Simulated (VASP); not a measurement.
A run of VASP 6.6.1 is set up as follows.

The input INCAR:

```
SYSTEM = Ge
PREC = Accurate
ENCUT = 520
EDIFF = 1E-6
ISMEAR = -1
SIGMA = 0.05
LREAL = .False.
LASPH = .True.
NELM = 80
ALGO = Normal
ISIF = 2
LWAVE = .False.
LCHARG = .False.
GGA = PE
NBANDS = 21
```

Contents of KPOINTS:

```
regular mesh
0
Gamma
  8 8 8
  0 0 0
```

POSCAR

```
Ge
1.0
    4.0629567567      0.0000000000      0.0000000000
   -2.0314734119      3.5186247870      0.0000000000
    0.0000000000      0.0000000000      3.3042532870
Ge
2
Direct
    0.6666700000      0.3333300000      0.1408600000
    0.3333300000      0.6666700000      0.8591400000
```

Potentials or basis: VASP PAW PBE potentials, release 64 (Ge_d).

Command:

```bash
$ cat potpaw_PBE.64/Ge_d/POTCAR > POTCAR
$ mpirun -np 1 vasp_std > vasp.out
```

(1) What does it give for the band gap on the k mesh?

(2) What does it give for the largest force?

(3) Predict the pressure.

Results:

(1) zero (band 14 reaches 6.95 eV, above the bottom of band 15 at 1.99 eV).

(2) 0.070 eV/Å.

(3) -0.6 GPa.
